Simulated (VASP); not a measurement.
The system is Ir.

```
Ir
1.0
     0.00000    1.91560    1.91560
     1.91560    0.00000    1.91560
     1.91560    1.91560    0.00000
Ir
1
Cartesian
  0.0000 0.0000 0.0000
```

* Program: VASP 6.6.1
* Task: relaxation of cell and atoms
* Functional: BLYP
* Dispersion: D4
* Potentials or basis: VASP PAW PBE potentials, release 64 (Ir)
* Cutoff: 600 eV
* k mesh: 12 × 12 × 12
* Occupations: fermi-dirac, width 0.05 eV
* Spin: no spin polarisation

At the start: pressure 12.1 GPa; volume 14.06 Å³/atom.

**Question.** How do energy, volume and symmetry change on relaxing?

**Answer.** Over 16 steps the energy falls by 16.6 meV/atom and the volume is 14.51 Å³/atom (+3.2 %); space group Fm-3m (No. 225, to 0.05 Å).

The path:
```csv
step,energy change (eV),largest force (eV/Å),pressure (GPa),volume (Å³)
1,0.0000,0.0000,12.13,14.06
2,0.1802,0.0000,-30.51,16.34
3,-0.0166,0.0000,-0.59,14.54
4,-0.0166,0.0000,-0.07,14.52
5,-0.0166,0.0000,0.16,14.51
6,-0.0166,0.0000,0.17,14.51
7,-0.0166,0.0000,0.16,14.51
8,-0.0166,0.0000,0.14,14.51
9,-0.0166,0.0000,0.13,14.51
10,-0.0166,0.0000,0.13,14.51
11,-0.0166,0.0000,0.13,14.51
12,-0.0166,0.0000,0.13,14.51
13,-0.0166,0.0000,0.12,14.51
14,-0.0166,0.0000,0.12,14.51
15,-0.0166,0.0000,0.10,14.51
16,-0.0166,0.0000,-0.01,14.51
```

Final structure:
```cif
data_structure
_symmetry_space_group_name_H-M 'P 1'
_symmetry_Int_Tables_number 1
_cell_length_a 2.7380
_cell_length_b 2.7380
_cell_length_c 2.7380
_cell_angle_alpha 60.000
_cell_angle_beta 60.000
_cell_angle_gamma 60.000
_cell_volume 14.51
loop_
_atom_site_label
_atom_site_type_symbol
_atom_site_fract_x
_atom_site_fract_y
_atom_site_fract_z
_atom_site_occupancy
Ir1 Ir 0.00000 0.00000 0.00000 1
```

Caveat: the PAW data sets were made with another functional, which shifts forces and pressure a little; pairwise dispersion overbinds metals, which lowers pressure and volume.
